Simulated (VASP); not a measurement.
# LiF (P6_3mc) in VASP: notebook

LiF is run at these levels: PBE; tasks: single point.

Program: VASP 6.6.1. These are calculated values, not measurements. Logs are shortened: lines on timing, memory, paths and dates and some standing lists are left out, and cuts for length are marked.

## Step 1: The cell of the first run

Symmetry: P6_3mc, No. 186, hexagonal system. Conventional cell: a = 3.279 Å, b = 3.279 Å, c = 4.989 Å, α = 90.00°, β = 90.00°, γ = 120.00°. Within 2.6 Å of Li (site symmetry 3m) lie 4 F at 1.93 to 1.98 Å. Within 2.6 Å of F (site symmetry 3m) lie 4 Li at 1.93 to 1.98 Å.

## Step 2: Single point, PBE (volume 11.615 Å^3 an atom, c/a of the conventional cell 1.5216)

INCAR

```
SYSTEM = LiF
PREC = Accurate ; ENCUT = 520
EDIFF = 1E-6 ; ISMEAR = 0
SIGMA = 0.05 ; LREAL = .FALSE.
LASPH = .TRUE. ; NELM = 60
ALGO = Normal ; ISIF = 2
LWAVE = .FALSE. ; LCHARG = .TRUE.
GGA = PE ; LELF = .TRUE.
LVHAR = .TRUE. ; NBANDS = 18
```

KPOINTS

```
regular mesh
0
G
  9 9 6
  0 0 0
```

POSCAR

```
LiF
1.0
    3.2790599594      0.0000000000      0.0000000000
   -1.6395299797      2.8397492254      0.0000000000
    0.0000000000      0.0000000000      4.9894176343
Li F
2 2
Direct
    0.3333333333      0.6666666667      0.3810713234
    0.6666666667      0.3333333333      0.8810713234
    0.3333333333      0.6666666667      0.9939266766
    0.6666666667      0.3333333333      0.4939266766
```

Potentials or basis: VASP PAW PBE potentials, release 64 (Li_sv, F).

Started as:

```console
cat potpaw_PBE.64/Li_sv/POTCAR potpaw_PBE.64/F/POTCAR > POTCAR
mpirun -np 1 vasp_std > vasp.out
```

OUTCAR:

```text
SYSTEM = LiF
   PREC = Accurate
   ENCUT = 520
   EDIFF = 1E-6
   ISMEAR = 0
   LREAL = .FALSE.
   LASPH = .TRUE.
   NELM = 60
   ISIF = 2
   GGA = PE

 ion  position               nearest neighbor table
   1  0.333  0.667  0.381-   3 1.93   4 1.98   4 1.98   4 1.98
   2  0.667  0.333  0.881-   4 1.93   3 1.98   3 1.98   3 1.98
   3  0.333  0.667  0.994-   1 1.93   2 1.98   2 1.98   2 1.98
   4  0.667  0.333  0.494-   2 1.93   1 1.98   1 1.98   1 1.98

  LATTYP: Found a hexagonal cell.
 ALAT       =     3.2790599594
 C/A-ratio  =     1.5216000000

  Lattice vectors:

 A1 = (   3.2790599594,   0.0000000000,   0.0000000000)
 A2 = (  -1.6395299797,   2.8397492254,   0.0000000000)
 A3 = (   0.0000000000,   0.0000000000,   4.9894176343)

Analysis of symmetry for initial positions (statically):
=====================================================================
 Subroutine PRICEL returns:
 Original cell was already a primitive cell.

 Routine SETGRP: Setting up the symmetry group for a
 hexagonal supercell.

 Subroutine GETGRP returns: Found 12 space group operations
 (whereof  6 operations were pure point group operations)
 out of a pool of 24 trial point group operations.

The static configuration has the point symmetry C_3v.
 The point group associated with its full space group is C_6v.

Analysis of symmetry for dynamics (positions and initial velocities):
=====================================================================
 Subroutine PRICEL returns:
 Original cell was already a primitive cell.

 Routine SETGRP: Setting up the symmetry group for a
 hexagonal supercell.

 Subroutine GETGRP returns: Found 12 space group operations
 (whereof  6 operations were pure point group operations)
 out of a pool of 24 trial point group operations.

The dynamic configuration has the point symmetry C_3v.
 The point group associated with its full space group is C_6v.

 Subroutine INISYM returns: Found 12 space group operations
 (whereof  6 operations are pure point group operations),
 and found     1 'primitive' translations

----------------------------------------------------------------------------------------

                                     Primitive cell

  volume of cell :      46.4600

[... 83 lines left out ...]
   PREC   = accura    normal or accurate (medium, high low for compatibility)
   ISTART =      0    job   : 0-new  1-cont  2-samecut
   ICHARG =      2    charge: 1-file 2-atom 10-const
   ISPIN  =      1    spin polarized calculation?
   LNONCOLLINEAR =      F non collinear calculations
   LSORBIT =      F    spin-orbit coupling
   LASPH  =      T    aspherical Exc in radial PAW
   ENCUT  =  520.0 eV  38.22 Ry    6.18 a.u.   6.10  6.10  9.28*2*pi/ulx,y,z
   NELM   =     60;   NELMIN=  2; NELMDL= -5     # of ELM steps
   EDIFF  = 0.1E-05   stopping-criterion for ELM
   LREAL  =      F    real-space projection
   EDIFFG = 0.1E-04   stopping-criterion for IOM
   NSW    =      0    number of steps for IOM
   IBRION =     -1    ionic relax: 0-MD 1-quasi-New 2-CG
   NFREE  =      0    steps in history (QN), initial steepest desc. (CG)
   ISIF   =      2    stress and relaxation
   ISYM   =      2    0-nonsym 1-usesym 2-fastsym
   POTIM  = 0.5000    time-step for ionic-motion
   TEBEG  =    0.0;   TEEND  =   0.0 temperature during run
   PSTRESS=    0.0 pullay stress
   NELECT =      20.0000    total number of electrons
   NUPDOWN=      -1.0000    fix difference up-down
   EMIN   =  10.00;   EMAX   =-10.00  energy-range for DOS
   EFERMI =   0.00;   METHOD = LEGACY
   ISMEAR =     0;   SIGMA  =   0.05  broadening in eV -4-tet -1-fermi 0-gaus
   EFERMI_NEDOS =   21; number of points for ismear=-14 and -15
   IALGO  =     38    algorithm
   IMIX   =      4    mixing-type and parameters
     AMIX     =   0.40;   BMIX     =  1.00
     AMIX_MAG =   1.60;   BMIX_MAG =  1.00
  volume/ion in A,a.u.               =      11.61        78.38
  Fermi-wavevector in a.u.,A,eV,Ry     =   1.236114  2.335916 20.789391  1.527977
  Thomas-Fermi vector in A             =   2.370736
   LORBIT       =      0    0 simple, 1 ext, 2 COOP (PROOUT), +10 PAW based schemes
   GGA     = PE    functional components
   LHFCALC =     F    Hartree Fock is set to
   AEXX    =    0.0000 exact exchange contribution
   IVDW    =     0    specifies the selected vdW correction
   LEPSILON=     F    determine dielectric tensor
   LRPA    =     F    only Hartree local field effects (RPA)
 non-spin polarized calculation
 Gauss-broadening in eV      SIGMA  =   0.05
  energy-cutoff  :      520.00
  volume of cell :       46.46
 maximum number of plane-waves:      1266
   NGX = 13   NGY = 13   NGZ = 19

 number of electron      20.0000013 magnetization

 Free energy of the ion-electron system (eV)
  ---------------------------------------------------
  ext. energy  EPLUGINS =         0.00000000
  ---------------------------------------------------
  free energy    TOTEN  =       -19.21818744 eV

  energy without entropy =      -19.21818744  energy(sigma->0) =      -19.21818744

 E-fermi :  -2.7118     XC(G=0):  -8.1610

 val. band max:       -3.0973529332   @ k =   0.0000   0.0000   0.0000
 cond. band min:       3.9170859464   @ k =   0.0000   0.0000   0.0000
 fundamental gap:      7.0144388796
 Fermi energy:        -2.7118285121

 k-point     1 :       0.0000    0.0000    0.0000
  band No.  band energies     occupation
      1     -44.0340      2.00000
      2     -44.0120      2.00000
      3     -22.3125      2.00000
      4     -22.1238      2.00000
      5      -4.8598      2.00000
      6      -3.5303      2.00000
[... 481 lines left out ...]
      5      -4.6827      2.00000
      6      -4.1210      2.00000
[... 10 lines left out ...]
     17      14.2331      0.00000
     18      16.0110      0.00000

 [... further k-points ...]
[... 5 lines left out ...]
  --------------------------------------------------------------------------------------
  -------------------------------------------------------------------------------------
  Total       -1.6191193     -1.6191193     -1.0598473     -0.0000000      0.0000000      0.0000000
  in kB      -55.8354772    -55.8354772    -36.5489312     -0.0000000      0.0000000      0.0000000
  external PRESSURE =     -49.4066286 kB  Pullay stress =       0.0000000 kB

 VOLUME and BASIS-vectors are now :
 -----------------------------------------------------------------------------
  energy-cutoff  :      520.00
  volume of cell :       46.46
      direct lattice vectors                 reciprocal lattice vectors
     3.279059959  0.000000000  0.000000000     0.304965451  0.176071885  0.000000000
    -1.639529980  2.839749225  0.000000000     0.000000000  0.352143771  0.000000000
     0.000000000  0.000000000  4.989417634     0.000000000  0.000000000  0.200424192

 POSITION                                       TOTAL-FORCE (eV/Angst)
 -----------------------------------------------------------------------------------
     -0.00000      1.89317      1.90132         0.000000      0.000000      0.037678
      1.63953      0.94658      4.39603         0.000000     -0.000000      0.037678
     -0.00000      1.89317      4.95912        -0.000000     -0.000000     -0.037678
      1.63953      0.94658      2.46441        -0.000000      0.000000     -0.037678
 -----------------------------------------------------------------------------------
    total drift:                                0.000001      0.000002     -0.002522

  FREE ENERGIE OF THE ION-ELECTRON SYSTEM (eV)
  ---------------------------------------------------
  free  energy   TOTEN  =       -19.2181874370 eV

  energy  without entropy=      -19.2181874370  energy(sigma->0) =      -19.21818744
```

stdout:

```text
POSCAR found type information on POSCAR LiF
 POSCAR found :  2 types and       4 ions
 scaLAPACK will be used
 LDA part: xc-table for (Slater+PW92), standard interpolation
 POSCAR, INCAR and KPOINTS ok, starting setup
 FFT: planning ... GRIDC
 FFT: planning ... GRID_SOFT
 FFT: planning ... GRID
 WAVECAR not read
 entering main loop
```

Run time: 40 s. Hardware: 1 thread of AMD EPYC 7R43 (Zen 3), shared host; peak memory 0.13 GiB.

What came out:

```
Free energy            : -19.2182 eV
Largest force          : 0.038 eV/Å
Band gap on the k mesh : 7.01 eV, direct
```

Forces on the atoms (eV/Å):
```
Li   0.000  0.000  0.038
Li   0.000  0.000  0.038
F    0.000  0.000 -0.038
F    0.000  0.000 -0.038
```

Caveat: the cutoff is under 1.25 times the usual one of these potentials, so pressure, stress and relaxed cells hold a basis-set (Pulay) error.

## Step 3: Single point, PBE (volume 11.615 Å^3 an atom, c/a of the conventional cell 1.4325)

INCAR

```
  PREC = Accurate
  ENCUT = 520
  EDIFF = 1E-6
  ISMEAR = 0
  SIGMA = 0.05
  LREAL = F
  LASPH = T
  NELM = 60
  ALGO = Normal
  ISIF = 2
  LWAVE = F
  LCHARG = F
  GGA = PE
  NBANDS = 18
```

KPOINTS

```
Automatic mesh
0
Gamma
  9 9 6
```

POSCAR

```
LiF
1.0
    3.3456819067      0.0000000000      0.0000000000
   -1.6728409533      2.8974455242      0.0000000000
    0.0000000000      0.0000000000      4.7926893314
Li F
2 2
Direct
    0.3333333333      0.6666666667      0.3810713234
    0.6666666667      0.3333333333      0.8810713234
    0.3333333333      0.6666666667      0.9939266766
    0.6666666667      0.3333333333      0.4939266766
```

Potentials or basis: VASP PAW PBE potentials, release 64 (Li_sv, F).

Started as:

```console
cat potpaw_PBE.64/Li_sv/POTCAR potpaw_PBE.64/F/POTCAR > POTCAR
mpirun -np 1 vasp_std > vasp.out
```

OUTCAR:

```text
PREC = Accurate
   ENCUT = 520
   EDIFF = 1E-6
   ISMEAR = 0
   LREAL = F
   LASPH = T
   NELM = 60
   ISIF = 2
   GGA = PE

 ion  position               nearest neighbor table
   1  0.333  0.667  0.381-   3 1.86   4 2.01   4 2.01   4 2.01
   2  0.667  0.333  0.881-   4 1.86   3 2.01   3 2.01   3 2.01
   3  0.333  0.667  0.994-   1 1.86   2 2.01   2 2.01   2 2.01
   4  0.667  0.333  0.494-   2 1.86   1 2.01   1 2.01   1 2.01

  LATTYP: Found a hexagonal cell.
 ALAT       =     3.3456819067
 C/A-ratio  =     1.4325000000

  Lattice vectors:

 A1 = (   3.3456819067,   0.0000000000,   0.0000000000)
 A2 = (  -1.6728409533,   2.8974455242,   0.0000000000)
 A3 = (   0.0000000000,   0.0000000000,   4.7926893314)

Analysis of symmetry for initial positions (statically):
=====================================================================
 Subroutine PRICEL returns:
 Original cell was already a primitive cell.

 Routine SETGRP: Setting up the symmetry group for a
 hexagonal supercell.
[... 168 lines left out ...]
  ext. energy  EPLUGINS =         0.00000000
  ---------------------------------------------------
  free energy    TOTEN  =       -19.17528566 eV

  energy without entropy =      -19.17528566  energy(sigma->0) =      -19.17528566

 E-fermi :  -2.7530     XC(G=0):  -8.1555

 val. band max:       -3.0709997632   @ k =   0.0000   0.0000   0.0000
 cond. band min:       3.9015516571   @ k =   0.0000   0.0000   0.0000
 fundamental gap:      6.9725514204
 Fermi energy:        -2.7530403030

 k-point     1 :       0.0000    0.0000    0.0000
  band No.  band energies     occupation
      1     -44.0393      2.00000
      2     -44.0122      2.00000
      3     -22.3160      2.00000
      4     -22.0941      2.00000
      5      -4.8657      2.00000
      6      -3.6037      2.00000
[... 481 lines left out ...]
      5      -4.6928      2.00000
      6      -4.1525      2.00000
[... 10 lines left out ...]
     17      14.4352      0.00000
     18      15.9993      0.00000

 [... further k-points ...]
[... 5 lines left out ...]
  --------------------------------------------------------------------------------------
  -------------------------------------------------------------------------------------
  Total       -1.8655901     -1.8655901     -0.2753875     -0.0000000     -0.0000000      0.0000000
  in kB      -64.3350438    -64.3350438     -9.4967620     -0.0000000     -0.0000000      0.0000000
  external PRESSURE =     -46.0556165 kB  Pullay stress =       0.0000000 kB

 VOLUME and BASIS-vectors are now :
 -----------------------------------------------------------------------------
  energy-cutoff  :      520.00
  volume of cell :       46.46
      direct lattice vectors                 reciprocal lattice vectors
     3.345681907  0.000000000  0.000000000     0.298892730  0.172565798  0.000000000
    -1.672840953  2.897445524  0.000000000     0.000000000  0.345131597  0.000000000
     0.000000000  0.000000000  4.792689331     0.000000000  0.000000000  0.208651121

 POSITION                                       TOTAL-FORCE (eV/Angst)
 -----------------------------------------------------------------------------------
     -0.00000      1.93163      1.82636        -0.000000     -0.000000      0.209456
      1.67284      0.96582      4.22270         0.000000     -0.000000      0.209456
     -0.00000      1.93163      4.76358        -0.000000      0.000000     -0.209456
      1.67284      0.96582      2.36724         0.000000     -0.000000     -0.209456
 -----------------------------------------------------------------------------------
    total drift:                                0.000000      0.000001     -0.007067

  FREE ENERGIE OF THE ION-ELECTRON SYSTEM (eV)
  ---------------------------------------------------
  free  energy   TOTEN  =       -19.1752856565 eV

  energy  without entropy=      -19.1752856565  energy(sigma->0) =      -19.17528566
```

stdout:

```text
POSCAR found type information on POSCAR LiF
 POSCAR found :  2 types and       4 ions
 scaLAPACK will be used
 LDA part: xc-table for (Slater+PW92), standard interpolation
 POSCAR, INCAR and KPOINTS ok, starting setup
 FFT: planning ... GRIDC
 FFT: planning ... GRID_SOFT
 FFT: planning ... GRID
 WAVECAR not read
 entering main loop
```

Wall time 46 s (1 thread of AMD EPYC 7R43 (Zen 3), shared host); peak memory 0.14 GiB.

What came out:

```yaml
Free_energy: -19.1753 eV
Largest_force: 0.209 eV/Å
Band_gap_on_the_k_mesh: 6.97 eV, direct
```

Forces on the atoms (eV/Å):
```
Li   0.000  0.000  0.209
Li   0.000  0.000  0.209
F    0.000  0.000 -0.209
F    0.000  0.000 -0.209
```

Levels at points of the mesh, in eV from the valence-band top:
```
           k point  band 6  band 7  band 8  band 9  band 10  band 11  band 12  band 13  band 14  band 15
(0.00, 0.00, 0.00)   -0.53   -0.53   -0.17   -0.17     0.00     6.97    11.53    14.27    16.69    16.69
(0.00, 0.00, 0.50)   -0.93   -0.35   -0.35   -0.35    -0.35     8.68     8.68    16.88    16.88    16.88
```

Caveat: the cutoff is under 1.25 times the usual one of these potentials, so pressure, stress and relaxed cells hold a basis-set (Pulay) error. A k mesh can miss the band edges.
